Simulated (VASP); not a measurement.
Input of a VASP 6.6.1 run:

Contents of POSCAR:

```
Cr
1.0
   -1.4149597590      1.4149597590      1.4149597590
    1.4149597590     -1.4149597590      1.4149597590
    1.4149597590      1.4149597590     -1.4149597590
Cr
1
Direct
    0.0000000000      0.0000000000      0.0000000000
```

File INCAR.step1:

```
SYSTEM = Cr
  PREC = Accurate
  ENCUT = 550
  ISMEAR = 1
  SIGMA = 0.2
  LREAL = .FALSE.
  LASPH = .TRUE.
  NELM = 120
  NBANDS = 12
  GGA = PE
  ALGO = Normal
  EDIFF = 1E-5
  LWAVE = .TRUE.
  LCHARG = .FALSE.
  GGA_COMPAT = .FALSE.
```

File INCAR.step2:

```
SYSTEM = Cr
  PREC = Accurate
  ENCUT = 550
  EDIFF = 1E-6
  ISMEAR = 1
  SIGMA = 0.2
  LREAL = .FALSE.
  LASPH = .TRUE.
  NELM = 120
  ALGO = Normal
  ISIF = 2
  LWAVE = .FALSE.
  LCHARG = .FALSE.
  METAGGA = R2SCAN
  LMIXTAU = .TRUE.
  NBANDS = 12
  ISTART = 1
  GGA_COMPAT = .FALSE.
```

Contents of KPOINTS:

```
Automatic mesh
0
G
  15 15 15
  0 0 0
```

Potentials or basis: VASP PAW PBE potentials, release 64 (Cr_pv).

Run with:

```sh
$ cat potpaw_PBE.64/Cr_pv/POTCAR > POTCAR
$ cp INCAR.step1 INCAR
$ mpirun -np 1 vasp_std > vasp.out
$ cp INCAR.step2 INCAR
$ mpirun -np 1 vasp_std > vasp.out
```

Task: What does it give for the pressure?

Result: 0.6 GPa.

Task: Predict the band gap on the k mesh.

Result: Zero (band 6 reaches 13.62 eV, above the bottom of band 7 at 10.20 eV).

Caveat: the PAW data sets were made with another functional, which shifts forces and pressure a little; the run has no spin polarisation, though such a crystal can be magnetic. Spin polarisation is off, so any magnetic state and its effect on volume and gap are missing.
